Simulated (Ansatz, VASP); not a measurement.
Two plane-wave programs on Ti

```
Ti
1.0
    -1.66259    1.66259    1.66259
     1.66259   -1.66259    1.66259
     1.66259    1.66259   -1.66259
Ti
1
Direct
  0.00000 0.00000 0.00000
```

Alike in both runs: task single point; functional r2SCANh; k mesh 6 × 6 × 6; occupations fermi-dirac, width 0.05 eV; no spin polarisation.

|  | VASP | Ansatz |
| --- | --- | --- |
| version | VASP 6.6.1 | Ansatz 0.2.0 |
| potentials or method | VASP PAW PBE potentials, release 64 (Ti_sv) | Ansatz PAW |
| plane-wave cutoff (eV) | 520 | 500 |
| valence electrons in the cell | 12 | 12 |

Ansatz gave:

* gap on the k mesh at the Fermi level (eV): none
* pressure (GPa): -6.3

Q: Which values does VASP return?

A: gap on the k mesh at the Fermi level (eV): none; pressure (GPa): -6.1.

VASP's potentials were made for PBE, not for r2SCANh. A gap of «none» marks a metal or a gap that the smearing closes. The functional is the same, so the differences come from potentials, cutoffs and numerics.

The k mesh is coarse, so the values compare programs but aren't converged.
